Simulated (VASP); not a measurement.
# TiO2 (P4_2/mnm) in VASP: settings compared, part 2 of 2

VASP 6.6.1. Earlier steps stand in the parts before.

### 4 Single point, BLYP+D3(BJ)

This run uses another cell than the first one, of 10.23 Å³/atom, 1.021 times its volume.

INCAR

```
  AGGAC = 1.0
  AGGAX = 1.0
  ALDAC = 0.0
  ALDAX = 1.0
  ALGO = Normal
  EDIFF = 1E-7
  ENCUT = 520
  GGA = B5
  ISIF = 2
  ISMEAR = -1
  IVDW = 12
  LASPH = T
  LCHARG = F
  LREAL = F
  LWAVE = F
  NBANDS = 33
  NELM = 60
  PREC = Accurate
  SIGMA = 0.05
  VDW_A1 = 0.4298
  VDW_A2 = 4.2359
  VDW_S6 = 1.0
  VDW_S8 = 2.6996
```

KPOINTS

```
k-points
0
Gamma
  6 6 9
```

POSCAR

```
TiO2
1.0
    4.5689650023      0.0000000000      0.0000000000
    0.0000000000      4.5689650023      0.0000000000
    0.0000000000      0.0000000000      2.9393524679
Ti O
2 4
Direct
    0.0000000000      0.0000000000      0.5000000000
    0.5000000000      0.5000000000      0.0000000000
    0.3043213200      0.3043213200      0.5000000000
    0.1956786800      0.8043213200      0.0000000000
    0.8043213200      0.1956786800      0.0000000000
    0.6956786800      0.6956786800      0.5000000000
```

Potentials or basis: VASP PAW PBE potentials, release 64 (Ti_sv, O).

Command:

```
$ cat potpaw_PBE.64/Ti_sv/POTCAR potpaw_PBE.64/O/POTCAR > POTCAR
$ mpirun -np 1 vasp_std > vasp.out
```

OUTCAR:

```text
EDIFF = 1E-7
   ENCUT = 520
   GGA = B5
   ISIF = 2
   ISMEAR = -1
   IVDW = 12
   LASPH = T
   LREAL = F
   NELM = 60
   PREC = Accurate
 IVDW          = 12

 ion  position               nearest neighbor table
   1  0.000  0.000  0.500-   4 1.94   5 1.94   4 1.94   5 1.94   3 1.97   6 1.97
   2  0.500  0.500  0.000-   3 1.94   6 1.94   3 1.94   6 1.94   5 1.97   4 1.97
   3  0.304  0.304  0.500-   2 1.94   2 1.94   1 1.97
   4  0.196  0.804  0.000-   1 1.94   1 1.94   2 1.97
   5  0.804  0.196  0.000-   1 1.94   1 1.94   2 1.97
   6  0.696  0.696  0.500-   2 1.94   2 1.94   1 1.97

  LATTYP: Found a simple tetragonal cell.
 ALAT       =     4.5689650023
 C/A-ratio  =     0.6433300466

  Lattice vectors:

 A1 = (   4.5689650023,   0.0000000000,   0.0000000000)
 A2 = (   0.0000000000,   4.5689650023,   0.0000000000)
 A3 = (   0.0000000000,   0.0000000000,   2.9393524679)

Analysis of symmetry for initial positions (statically):
=====================================================================
 Subroutine PRICEL returns:
[... 184 lines left out ...]
 cond. band min:       7.2062313504   @ k =   0.0000   0.0000   0.0000
 fundamental gap:      1.8817572321
 Fermi energy:         6.2503844474

 k-point     1 :       0.0000    0.0000    0.0000
  band No.  band energies     occupation
      1     -51.3639      2.00000
      2     -51.3449      2.00000
      3     -27.8281      2.00000
      4     -27.8281      2.00000
      5     -27.6529      2.00000
      6     -27.6529      2.00000
[... 853 lines left out ...]
     32      10.6323      0.00000
     33      11.9565      0.00000

 [... further k-points ...]

------------------------ aborting loop because EDIFF is reached ----------------------------------------

 Edisp (eV)   -3.32095

 E8    (eV) :    -2.3361

  FORCE on cell =-STRESS in cart. coord.  units (eV):
  Direction    XX          YY          ZZ          XY          YZ          ZX
  --------------------------------------------------------------------------------------
  -------------------------------------------------------------------------------------
  Total       2.56632     2.56632     3.37659    -0.00000     0.00000     0.00000
  in kB      67.00908    67.00908    88.16617    -0.00000     0.00000     0.00000
  external pressure =       74.06 kB  Pullay stress =        0.00 kB

 VOLUME and BASIS-vectors are now :
 -----------------------------------------------------------------------------
  energy-cutoff  :      520.00
  volume of cell :       61.36
      direct lattice vectors                 reciprocal lattice vectors
     4.568965002  0.000000000  0.000000000     0.218867949  0.000000000  0.000000000
     0.000000000  4.568965002  0.000000000     0.000000000  0.218867949  0.000000000
     0.000000000  0.000000000  2.939352468     0.000000000  0.000000000  0.340210986

 POSITION                                       TOTAL-FORCE (eV/Angst)
 -----------------------------------------------------------------------------------
      0.00000      0.00000      1.46968         0.000000      0.000000      0.000000
      2.28448      2.28448      0.00000         0.000000      0.000000      0.000000
      1.39043      1.39043      1.46968        -0.151445     -0.151445      0.000000
      0.89405      3.67492      0.00000         0.151445     -0.151445      0.000000
      3.67492      0.89405      0.00000        -0.151445      0.151445     -0.000000
      3.17853      3.17853      1.46968         0.151445      0.151445     -0.000000
 -----------------------------------------------------------------------------------
    total drift:                                0.000000      0.000000      0.000000

  FREE ENERGIE OF THE ION-ELECTRON SYSTEM (eV)
  ---------------------------------------------------
  free  energy   TOTEN  =       -54.6463678549 eV

  energy  without entropy=      -54.6463678545  energy(sigma->0) =      -54.64636785
```

OSZICAR:

```text
N       E                     dE             d eps       ncg     rms          rms(c)
DAV:   1     0.670546590274E+03    0.67055E+03   -0.24647E+04  3300   0.175E+03
DAV:   2     0.328835920095E+02   -0.63766E+03   -0.59063E+03  3571   0.521E+02
DAV:   3    -0.639162066873E+02   -0.96800E+02   -0.94888E+02  4455   0.194E+02
DAV:   4    -0.699336659147E+02   -0.60175E+01   -0.60063E+01  4887   0.453E+01
DAV:   5    -0.701907540230E+02   -0.25709E+00   -0.25707E+00  4332   0.733E+00    0.327E+01
DAV:   6    -0.517760901158E+02    0.18415E+02   -0.81804E+01  4268   0.922E+01    0.115E+01
DAV:   7    -0.516566049382E+02    0.11949E+00   -0.14397E+01  4035   0.354E+01    0.971E+00
DAV:   8    -0.515776101474E+02    0.78995E-01   -0.45210E-01  3976   0.481E+00    0.837E+00
DAV:   9    -0.516395519851E+02   -0.61942E-01   -0.20500E+00  4141   0.163E+01    0.490E+00
DAV:  10    -0.513249348156E+02    0.31462E+00   -0.10652E+00  4072   0.103E+01    0.496E-01
DAV:  11    -0.513259449561E+02   -0.10101E-02   -0.44039E-02  3785   0.163E+00    0.301E-01
DAV:  12    -0.513255371454E+02    0.40781E-03   -0.30317E-03  4044   0.359E-01    0.962E-02
DAV:  13    -0.513254383306E+02    0.98815E-04   -0.33516E-04  4623   0.138E-01    0.437E-02
DAV:  14    -0.513254394593E+02   -0.11287E-05   -0.40290E-05  3839   0.693E-02    0.362E-02
DAV:  15    -0.513254227616E+02    0.16698E-04   -0.28429E-05  4431   0.423E-02    0.127E-02
DAV:  16    -0.513254227348E+02    0.26870E-07   -0.21893E-06  3683   0.104E-02    0.111E-02
DAV:  17    -0.513254209449E+02    0.17899E-05   -0.61182E-06  4337   0.206E-02    0.109E-03
DAV:  18    -0.513254209695E+02   -0.24638E-07   -0.38284E-07  3089   0.453E-03
   1 F= -.54646368E+02 E0= -.54646368E+02  d E =-.360369E-09
```

Wall time 1.9 min (1 thread of Intel Xeon Platinum 8259CL at 2.50GHz (Skylake/Cascade Lake), shared host); peak memory 0.22 GiB.

Results:

```
Free energy                : -54.6464 eV
Pressure                   : 7.4 GPa
Largest force              : 0.214 eV/Å
Band gap on the k mesh     : 1.88 eV, direct
Dispersion energy per atom : -0.553 eV
```

Forces on the atoms (eV/Å):
```
Ti   0.000  0.000  0.000
Ti   0.000  0.000  0.000
O   -0.151 -0.151  0.000
O    0.151 -0.151  0.000
O   -0.151  0.151  0.000
O    0.151  0.151  0.000
```

Caveat: the PAW data sets were made with another functional, which shifts forces and pressure a little. A hybrid or GW would open this gap; BLYP tends to underestimate it.

### 5 Overview

| level | cell | gap on the mesh (eV) | pressure (GPa) | largest force (eV/Å) |
| --- | --- | --- | --- | --- |
| PBE | a = 4.538, b = 4.538, c = 2.919 Å, 6 atoms | 1.94 | 15.9 | 0.22 |
| PBEsol+D4 | a = 4.572, b = 4.572, c = 2.934 Å, 6 atoms | 1.85 | 0.7 | 0.02 |
| BLYP+D3(BJ) | a = 4.569, b = 4.569, c = 2.939 Å, 6 atoms | 1.88 | 7.4 | 0.21 |

Alike in all rows: task single point; potentials or basis VASP PAW PBE potentials, release 64 (Ti_sv, O); no spin polarisation; k mesh 6 × 6 × 9; cutoff (eV) 520; smearing fermi-dirac 0.05 eV.

Caveats: the PAW data sets were made with another functional, which shifts forces and pressure a little (some runs).

Total energies depend on the potentials used, so only differences within one code and one set of settings carry meaning.
